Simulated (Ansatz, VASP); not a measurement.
**CsBr in VASP and in Ansatz**

```xyz
2
Lattice="4.2860 0.0000 0.0000 0.0000 4.2860 0.0000 0.0000 0.0000 4.2860" Properties=species:S:1:pos:R:3 pbc="T T T"
Cs    0.0000    0.0000    0.0000
Br    2.1430    2.1430    2.1430
```

Alike in both runs: task electric field gradients; functional LDA; k mesh 6 × 6 × 6; occupations fermi-dirac, width 0.02 eV; no spin polarisation.

|  | VASP | Ansatz |
| --- | --- | --- |
| version | VASP 6.6.1 | Ansatz 0.2.0 |
| potentials or method | VASP PAW LDA potentials, release 64 (Cs_sv, Br) | PAW with Ansatz's default frozen-core files, scalar-relativistic |
| plane-wave cutoff (eV) | 400 | 420 |
| valence electrons in the cell | 16 | 16 |

```csv
,VASP,Ansatz,Ansatz less VASP
gap on the k mesh at the Fermi level (eV),4.14,4.13,-0.009
pressure (GPa),-1.6,-1.7,-0.05
```

LDA's correlation is that of Perdew and Zunger in VASP and of Perdew and Wang (1992) in Ansatz.

Spin-orbit coupling is off throughout.
